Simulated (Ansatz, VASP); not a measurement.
**F: VASP beside Ansatz**

```
CELL_PARAMETERS angstrom
2.93460 -1.68533 -0.18361
2.93460 1.68533 -0.18361
-2.12535 0.00000 7.00854
ATOMIC_POSITIONS crystal
F 0.08400 0.08400 0.09550
F 0.91600 0.91600 0.90450
F 0.49970 0.49970 0.59551
F 0.50030 0.50030 0.40449
```

Alike in both runs: functional PBEsol; dispersion D3(BJ); k mesh 8 × 8 × 4; occupations gaussian, width 0.02 eV; no spin polarisation.

Ansatz relaxed the structure, and its values are those at the end. VASP's run is a single point on that final structure, the one shown.

|  | VASP | Ansatz |
| --- | --- | --- |
| version | VASP 6.6.1 | Ansatz 0.2.0 |
| potentials or method | VASP PAW PBE potentials, release 64 (F), cutoff 520 eV | scalar-relativistic, plane waves, PAW |
| valence electrons in the cell | 28 | 28 |

Ansatz gave:

* gap on the k mesh at the Fermi level (eV): 2.95
* least direct gap on the mesh (eV): 3.04
* pressure (GPa): 0.0
* rms of the force components (eV/Å): 0.001

Task: What did VASP give for the same quantities?

Result: gap on the k mesh at the Fermi level (eV): 2.87; least direct gap on the mesh (eV): 2.96; pressure (GPa): 0.4; rms of the force components (eV/Å): 0.249.

VASP's potentials were made for PBE, not for PBEsol.
